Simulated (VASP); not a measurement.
TiAl: single point with HSE06

Crystal: TiAl.

```xyz
2
Lattice="2.8757 0.0000 0.0000 -1.4379 2.4904 0.0000 0.0000 0.0000 4.6215" Properties=species:S:1:pos:R:3 pbc="T T T"
Ti    0.0000    0.0000    0.0000
Al    0.0000    1.6603    2.3108
```

```
Program                            : VASP 6.6.1
Task                               : single point
Functional                         : HSE06
Potentials or basis                : VASP PAW PBE potentials, release 64 (Ti_sv, Al)
Cutoff                             : 520 eV
k mesh                             : 6 × 6 × 3
Occupations                        : fermi-dirac, width 0.05 eV
Spin                               : no spin polarisation
Dipole correction                  : no
Grid for exact exchange (PRECFOCK) : Normal
Further INCAR settings             : ALGO = Normal; EDIFF = 1e-06; NBANDS = 14
Share of exact exchange            : 0.25
Screening parameter                : 0.2079 1/Å
```

```json
{"Pressure": "-0.2 GPa", "Band gap on the k mesh": "zero (an odd number of electrons rules out a gap without spin polarisation)"}
```

Levels at points of the mesh, in eV from the Fermi level:
```
           k point  band 4  band 5  band 6  band 7  band 8  band 9  band 10  band 11
(0.00, 0.00, 0.00)  -35.70  -10.24   -2.90   -2.23    1.90    1.90     3.66     3.66
(0.50, 0.00, 0.00)  -35.83   -4.33   -3.36   -1.74   -1.24    2.91     4.72     4.76
```

Wall time 20 min on 1 thread of AMD EPYC 7R43 64-Core Processor (Zen 3) (shared host), peak memory 0.24 GiB.

Caveat: the k points lie up to 0.45 Å⁻¹ apart, too coarse for converged energies and pressures of a metal; the PAW data sets were made with another functional, which shifts forces and pressure a little.
